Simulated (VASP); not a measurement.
Write the native input for VASP 6.6.1 that does the following.

```yaml
Task: single point
Functional: PBE
Dispersion: D3(BJ)
Potentials_or_basis: VASP PAW PBE potentials, release 64 (O, H, Ca_sv, Cl)
Cutoff: 520 eV
k_mesh: 1 × 1 × 1
Occupations: fermi-dirac, width 0.05 eV
Spin: no spin polarisation
Dipole_correction: no
Further_INCAR_settings: ALGO = Normal; EDIFF = 1e-06; NBANDS = 63
```

The structure of CaH16Cl2O8 lies in POSCAR:

```
CaH16Cl2O8
1.0
    6.9561890000      0.0000000000      0.0000000000
    0.0000000000      6.9561890000      0.0000000000
    0.0000000000      0.0000000000      6.9561890000
O H Ca Cl
8 16 1 2
Direct
    0.8953753269      0.8707785254      0.1998220577
    0.3949863927     -0.0601622526      0.3681757353
    0.3965245913      0.3726178228      0.7658216302
    0.4962487362      0.5821865967      0.0751992219
    0.2310460512      0.7579150020      0.7526678760
    0.1122453688      0.5464773887      0.1678649042
   -0.0137431574      0.0696358308      0.6255724219
    0.8288015176      0.3064896598      0.9388905333
    0.8347818037      0.8939233825      0.0739341614
    0.9573632919      0.7244052742      0.1851157293
    0.3402725257     -0.1538773601      0.2829997862
    0.4044312195      0.0658262736      0.3045633176
    0.3405744151      0.5017258732      0.7582743942
    0.4492402377      0.3462096846      0.6392724522
    0.5090574739      0.5037240938      0.1877464801
    0.5387576445      0.5162884447     -0.0372761580
    0.1234009024      0.6764192290      0.7083763825
    0.2168428719      0.7425186406      0.8900994496
    0.2355456414      0.4915047593      0.1518647639
    0.0059659104      0.4314575122      0.1551424207
   -0.0287513752      0.1375465790      0.7476363854
    0.1058481879     -0.0150513449      0.6447208378
    0.8006826727      0.4311987498      0.8609311794
    0.7046243281      0.2476212190      0.9403856048
    0.7291348754      0.9136612016      0.4707750178
    0.6479122405      0.2770913786      0.3773474240
    0.8535420760      0.6424063521      0.6618135304
```

The input as run:

INCAR

```
SYSTEM = CaH16Cl2O8
ALGO = Normal ; EDIFF = 1E-6
ENCUT = 520 ; GGA = PE
GGA_COMPAT = .False. ; ISIF = 2
ISMEAR = -1 ; IVDW = 12
LASPH = .True. ; LCHARG = .True.
LELF = .True. ; LREAL = .False.
LVHAR = .True. ; LWAVE = .False.
NBANDS = 63 ; NELM = 120
PREC = Accurate ; SIGMA = 0.05
```

KPOINTS

```
k-points
0
Gamma
  1 1 1
  0 0 0
```

Potentials or basis: VASP PAW PBE potentials, release 64 (O, H, Ca_sv, Cl).

Launch:

```sh
$ cat potpaw_PBE.64/O/POTCAR potpaw_PBE.64/H/POTCAR potpaw_PBE.64/Ca_sv/POTCAR potpaw_PBE.64/Cl/POTCAR > POTCAR
$ mpirun -np 1 vasp_gam > vasp.out
```

It gave:

| Quantity | Value |
| --- | --- |
| Pressure | 0.4 GPa |
| Largest force | 5.012 eV/Å |
| Dispersion energy per atom | -0.049 eV |

Caveat: the k points lie up to 0.90 Å⁻¹ apart.

It took 84 s on 1 thread of Intel Xeon 8259CL, with other jobs on the host, peak memory 0.41 GiB.
